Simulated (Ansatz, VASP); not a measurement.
Two plane-wave programs on MgO

```
CELL_PARAMETERS angstrom
0.00399 2.10217 2.10217
2.10217 0.00399 2.10217
2.10616 2.10616 0.00000
ATOMIC_POSITIONS crystal
Mg 0.00000 0.00000 0.00000
O 0.50000 0.50000 0.50000
```

Change from the starting cell: shear_xy strain +0.4%.

Alike in both runs: task single point; functional PBE; k mesh 10 × 10 × 10; occupations fermi-dirac, width 0.02 eV; no spin polarisation.

|  | VASP | Ansatz |
| --- | --- | --- |
| version | VASP 6.6.1 | Ansatz 0.2.0 |
| potentials or method | VASP PAW PBE potentials, release 64 (Mg, O) | plane waves, PAW |
| plane-wave cutoff (eV) | 520 | 420 |
| valence electrons in the cell | 8 | 16 |

Ansatz gave:

```
gap on the k mesh at the Fermi level (eV)                     : 4.78
pressure (GPa)                                                : 5.6
traceless stress, the component that is largest in VASP (GPa) : -0.56
```

**Question.** What did VASP give for the same quantities?

**Answer.** gap on the k mesh at the Fermi level (eV): 4.77; pressure (GPa): 4.9; traceless stress, the component that is largest in VASP (GPa): -0.56.

With one functional, cell and mesh, what is left measures potentials, basis and numerics. VASP's potentials hold 8 valence electrons a cell and Ansatz's 16, so a difference there can come from the potentials and not from the codes.
